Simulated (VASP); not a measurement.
Wanted: the native input for a VASP 6.6.1 run.

```yaml
Task: relaxation of cell and atoms
Functional: PBE
Potentials_or_basis: VASP PAW PBE potentials, release 64 (W_sv, C)
Cutoff: 600 eV
k_mesh: 16 × 16 × 16
Occupations: fermi-dirac, width 0.1 eV
Spin: no spin polarisation
Target_pressure: 480 GPa
Dipole_correction: no
Further_INCAR_settings: ALGO = Normal; EDIFF = 1e-06; IBRION = 2; EDIFFG = -0.005; NSW = 60; ISIF = 3
```

The structure of WC (zincblende type) lies in POSCAR:

```
WC
1.0
    0.0000000000      1.9118030943      1.9118030943
    1.9118030943      0.0000000000      1.9118030943
    1.9118030943      1.9118030943      0.0000000000
W C
1 1
Direct
    0.0000000000      0.0000000000      0.0000000000
    0.2500000000      0.2500000000      0.2500000000
```

One way to write it, as run:

INCAR

```
SYSTEM = WC
  ALGO = Normal
  EDIFF = 1E-6
  EDIFFG = -0.005
  ENCUT = 600
  GGA = PE
  IBRION = 2
  ISIF = 3
  ISMEAR = -1
  LASPH = .True.
  LCHARG = .False.
  LREAL = .False.
  LWAVE = .False.
  NELM = 60
  NSW = 60
  PREC = Accurate
  PSTRESS = 4800.0
  SIGMA = 0.1
```

KPOINTS

```
k-points
0
Gamma
  16 16 16
  0 0 0
```

Potentials or basis: VASP PAW PBE potentials, release 64 (W_sv, C).

Launch:

```console
$ cat potpaw_PBE.64/W_sv/POTCAR potpaw_PBE.64/C/POTCAR > POTCAR
$ mpirun -np 1 vasp_std > vasp.out
```

It gave:

```
Relaxed volume                                         : 7.30 Å³/atom
Relaxed cell                                           : a = 2.743 Å, b = 2.743 Å, c = 2.743 Å, α = 60.00°, β = 60.00°, γ = 60.00°
Space group after relaxing (to 0.05 Å)                 : F-43m (No. 216)
Energy change on relaxing (the enthalpy is what falls) : -1012.2 meV/atom
Ionic steps                                            : 16
Pressure after relaxing                                : 479.9 GPa
Band gap on the k mesh                                 : zero (band 9 reaches 19.79 eV, above the bottom of band 10 at 16.93 eV)
```

Caveat: the cell is relaxed towards a set pressure, so the enthalpy falls and the energy may rise; spin-orbit coupling is left out, which moves the levels of the heavy elements.

It took 2.1 min on 1 thread of AMD EPYC 9R45 96-Core Processor (Zen 5), on a shared host, peak memory 0.15 GiB.
